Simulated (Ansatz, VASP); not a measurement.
**Te3Pb4Se: VASP beside Ansatz**

```
CELL_PARAMETERS angstrom
4.64939 -6.28962 0.00000
4.64939 6.28962 0.00000
-4.27555 0.00000 5.21058
ATOMIC_POSITIONS crystal
Te 0.20499 0.70690 0.43866
Te 0.70690 0.20499 0.43866
Te 0.96341 0.96341 0.94555
Pb 0.06313 0.06313 0.57230
Pb 0.28935 0.77471 0.04836
Pb 0.53512 0.53512 0.57137
Pb 0.77471 0.28935 0.04836
Se 0.46454 0.46454 0.93679
```

Change from the starting cell: the structure that the rattled cell fell into.

Alike in both runs: task single point; functional PBE; k mesh 4 × 4 × 4; occupations gaussian, width 0.1 eV; no spin polarisation.

```csv
,VASP,Ansatz
version,VASP 6.6.1,Ansatz 0.2.0
potentials or method,"VASP PAW PBE potentials, release 64 (Te, Pb_d, Se), cutoff 520 eV","scalar-relativistic, plane waves, PAW"
valence electrons in the cell,80,120
```

Ansatz gave:

```
gap on the k mesh at the Fermi level (eV)                     : 0.80
least direct gap on the mesh (eV)                             : 1.24
pressure (GPa)                                                : -0.3
traceless stress, the component that is largest in VASP (GPa) : 1.29
rms of the force components (eV/Å)                            : 0.091
```

Question: Which values does VASP return?

Answer: gap on the k mesh at the Fermi level (eV): 0.80; least direct gap on the mesh (eV): 1.24; pressure (GPa): -0.3; traceless stress, the component that is largest in VASP (GPa): 1.28; rms of the force components (eV/Å): 0.093.

Atom by atom the forces differ by 0.003 eV/Å (rms over components). The functional is the same, so the differences come from potentials, cutoffs and numerics. VASP's potentials hold 80 valence electrons a cell and Ansatz's 120, so a difference there can come from the potentials and not from the codes.

Spin-orbit coupling is off throughout.
